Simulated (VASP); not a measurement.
InP:

```
In P
1.0
     0.00000    2.73141    2.73141
     2.73141    0.00000    2.73141
     2.73141    2.73141    0.00000
In P
1 1
Direct
  0.00000 0.00000 0.00000
  0.50000 0.50000 0.50000
```

Base run:

```yaml
Program: VASP 6.6.1
Functional: PBE
Potentials_or_basis: VASP PAW PBE potentials, release 64 (In_d, P)
Cutoff: 500 eV
k_mesh: 8 × 8 × 8
Occupations: fermi-dirac, width 0.05 eV
Spin: no spin polarisation
```

Its results: band gap on the k mesh zero (band 9 reaches 7.87 eV, above the bottom of band 10 at 5.09 eV); pressure 3.2 GPa.

Task: The run is repeated on the same cell with these changes: functional from PBE to PBEsol; cutoff from 500 eV to 520 eV. What comes out?

Result: Band gap on the k mesh zero (band 9 reaches 7.77 eV, above the bottom of band 10 at 4.96 eV); pressure -0.3 GPa.

PBEsol binds more tightly than PBE, so the same cell stands under less pressure.

Caveats: spin-orbit coupling is left out, which moves the levels of the heavy elements; the PAW data sets were made with another functional, which shifts forces and pressure a little (some runs).
